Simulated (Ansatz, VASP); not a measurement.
## ZnO in VASP and in Ansatz

```
Zn O
1.0
     3.27949    0.00000    0.00000
     0.00000    5.29327    0.00000
     0.00000    0.00000   27.30718
Zn O
10 10
Direct
  0.00000 0.50003 0.27465
  0.50000 0.00003 0.30932
  0.50000 0.50003 0.37866
  0.00000 0.00003 0.41333
  0.00000 0.50003 0.48267
  0.50000 0.00003 0.51733
  0.50000 0.50003 0.58667
  0.00000 0.00003 0.62134
  0.00000 0.50003 0.69068
  0.50000 0.00003 0.72535
  0.00000 0.12096 0.27465
  0.50000 0.62096 0.30932
  0.50000 0.12096 0.37866
  0.00000 0.62096 0.41333
  0.00000 0.12096 0.48267
  0.50000 0.62096 0.51733
  0.50000 0.12096 0.58667
  0.00000 0.62096 0.62134
  0.00000 0.12096 0.69068
  0.50000 0.62096 0.72535
```

Alike in both runs: task single point; functional PBE; k mesh 8 × 5 × 1; occupations gaussian, width 0.05 eV; no spin polarisation.

```csv
,VASP,Ansatz
version,VASP 6.6.1,Ansatz 0.2.0
potentials or method,"VASP PAW PBE potentials, release 64 (Zn, O), cutoff 520 eV","scalar-relativistic, plane waves, PAW"
valence electrons in the cell,180,180
```

|  | VASP | Ansatz | Ansatz less VASP |
| --- | --- | --- | --- |
| gap on the k mesh at the Fermi level (eV) | 0.44 | 0.47 | +0.025 |
| least direct gap on the mesh (eV) | 0.44 | 0.47 | +0.025 |
| rms of the force components (eV/Å) | 0.443 | 0.451 | +0.0077 |

The functional is the same, so the differences come from potentials, cutoffs and numerics. Ansatz's warnings: xc potential rough in thin density.
